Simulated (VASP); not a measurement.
Wanted: the native input for a VASP 6.6.1 run.

- Task: single point
- Functional: LDA
- Potentials or basis: VASP PAW LDA potentials, release 64 (Mg, Se)
- Cutoff: 600 eV
- k mesh: 10 × 10 × 10
- Occupations: gaussian, width 0.02 eV
- Spin: no spin polarisation
- Dipole correction: no
- Further INCAR settings: ALGO = Normal; EDIFF = 1e-06; NBANDS = 11

The structure of MgSe (l.bB) lies in POSCAR:

```
MgSe
1.0
    0.0000000000      2.6958606120      2.6958606120
    2.6958606120      0.0000000000      2.6958606120
    2.6958606120      2.6958606120      0.0000000000
Mg Se
1 1
Direct
    0.0000000000      0.0000000000      0.0000000000
    0.5000000000      0.5000000000      0.5000000000
```

The input as run:

INCAR

```
ALGO     = Normal         # electronic algorithm
EDIFF    = 1E-6           # SCF threshold, eV
ENCUT    = 600            # plane-wave cutoff, eV
GGA      = CA             # functional
GGA_COMPAT= False        
ISIF     = 2              # what is computed and relaxed
ISMEAR   = 0              # smearing method
LASPH    = True           # aspherical terms in the spheres
LCHARG   = True           # write CHGCAR
LELF     = True           # ELF
LREAL    = False          # projectors in reciprocal space
LVHAR    = True         
LWAVE    = False          # write WAVECAR
NBANDS   = 11             # bands
NELM     = 120            # most SCF steps
PREC     = Accurate       # precision mode
SIGMA    = 0.02           # smearing width, eV
```

KPOINTS

```
k-points
0
Gamma
  10 10 10
```

Potentials or basis: VASP PAW LDA potentials, release 64 (Mg, Se).

Launch:

```bash
$ cat potpaw_LDA.64/Mg/POTCAR potpaw_LDA.64/Se/POTCAR > POTCAR
$ mpirun -np 1 vasp_std > vasp.out
```

It gave:

The pressure is -0.3 GPa and the band gap on the k mesh is 1.70 eV, indirect (least direct gap 2.62 eV).

Wall time 25 s on 1 thread of AMD EPYC 7R13, with other jobs on the host, peak memory 0.14 GiB.
